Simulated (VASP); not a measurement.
Runs of VASP 6.6.1 on EuS. The structure is that of space group Fm-3m (No. 225), or close to it. The cells are those of the table. 

```tsv
cell	gap on the mesh (eV)	pressure (GPa)	moment (μB)
a = 4.184 Å, angles 60.0°, 2 atoms	none	(a)	(b)
a = 4.212 Å, angles 60.0°, 2 atoms	none	-5.8	6.94
a = 4.240 Å, angles 60.0°, 2 atoms	none	-6.4	6.95
a = 4.155 Å, angles 60.0°, 2 atoms	none	-4.3	6.92
a = 4.126 Å, angles 60.0°, 2 atoms	none	(c)	6.91
```

Alike in all rows: task single point; level PBEsol; potentials or basis VASP PAW PBE potentials, release 64 (Eu, S); spin collinear, ferromagnetic start; k mesh 10 × 10 × 10; cutoff (eV) 600; smearing fermi-dirac 0.1 eV.

**Question.** Fill in the values left out.

**Answer.** (a) -5.1; (b) 6.93; (c) -3.3.

Caveats: the cell stands under tension; the PAW data sets were made with another functional, which shifts forces and pressure a little; spin-orbit coupling is left out, which moves the levels of the heavy elements; a cell with one magnetic atom can't hold antiferromagnetic order, which such compounds often take; semilocal functionals describe open f shells poorly, which spoils levels, moments and volumes.

A k mesh can miss the band edges, and the runs leave out spin-orbit coupling on Eu.

A gap of «none» marks levels without a gap at the run's occupations.
